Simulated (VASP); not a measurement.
Wanted: the native input for a VASP 6.6.1 run.

```
Task                   : single point
Functional             : r2SCAN
Potentials or basis    : VASP PAW PBE potentials, release 64 (Hf_pv)
Cutoff                 : 520 eV
k mesh                 : 20 × 20 × 20
Occupations            : fermi-dirac, width 0.1 eV
Spin                   : no spin polarisation
Dipole correction      : no
Further INCAR settings : ALGO = Normal; EDIFF = 1e-06; NBANDS = 11
```

Hf:

```
Hf
1.0
    -1.77100    1.77100    1.77100
     1.77100   -1.77100    1.77100
     1.77100    1.77100   -1.77100
Hf
1
Direct
  0.00000 0.00000 0.00000
```

These files were run (other wordings do the same):

POSCAR

```
Hf
1.0
   -1.7710034344      1.7710034344      1.7710034344
    1.7710034344     -1.7710034344      1.7710034344
    1.7710034344      1.7710034344     -1.7710034344
Hf
1
Direct
    0.0000000000      0.0000000000      0.0000000000
```

INCAR.step1

```
ALGO     = Normal         # electronic algorithm
EDIFF    = 1E-4           # SCF threshold, eV
ENCUT    = 520            # plane-wave cutoff, eV
GGA      = PE             # functional
ISMEAR   = -1             # smearing method
LASPH    = T              # aspherical terms in the spheres
LCHARG   = F              # write CHGCAR
LREAL    = F              # projectors in reciprocal space
LWAVE    = T              # write WAVECAR
NBANDS   = 11             # bands
NELM     = 100            # most SCF steps
PREC     = Accurate       # precision mode
SIGMA    = 0.1            # smearing width, eV
```

INCAR.step2

```
ALGO     = Normal         # electronic algorithm
EDIFF    = 1E-6           # SCF threshold, eV
ENCUT    = 520            # plane-wave cutoff, eV
ISIF     = 2              # what is computed and relaxed
ISMEAR   = -1             # smearing method
ISTART   = 1            
LASPH    = T              # aspherical terms in the spheres
LCHARG   = F              # write CHGCAR
LMIXTAU  = T            
LREAL    = F              # projectors in reciprocal space
LWAVE    = F              # write WAVECAR
METAGGA  = R2SCAN         # meta-GGA
NBANDS   = 11             # bands
NELM     = 100            # most SCF steps
PREC     = Accurate       # precision mode
SIGMA    = 0.1            # smearing width, eV
```

KPOINTS

```
k-points
0
Gamma
  20 20 20
```

Potentials or basis: VASP PAW PBE potentials, release 64 (Hf_pv).

The run is started by

```sh
$ cat potpaw_PBE.64/Hf_pv/POTCAR > POTCAR
$ cp INCAR.step1 INCAR
$ mpirun -np 1 vasp_std > vasp.out
$ cp INCAR.step2 INCAR
$ mpirun -np 1 vasp_std > vasp.out
```

It gave:

```json
{"Pressure": "-0.4 GPa", "Band gap on the k mesh": "zero (band 5 reaches 6.28 eV, above the bottom of band 6 at 3.71 eV)"}
```

Caveat: the PAW data sets were made with another functional, which shifts forces and pressure a little; spin-orbit coupling is left out, which moves the levels of the heavy elements.

Run time: 6.2 min on 1 thread of AMD EPYC 7R13, on a shared host, peak memory 0.16 GiB.
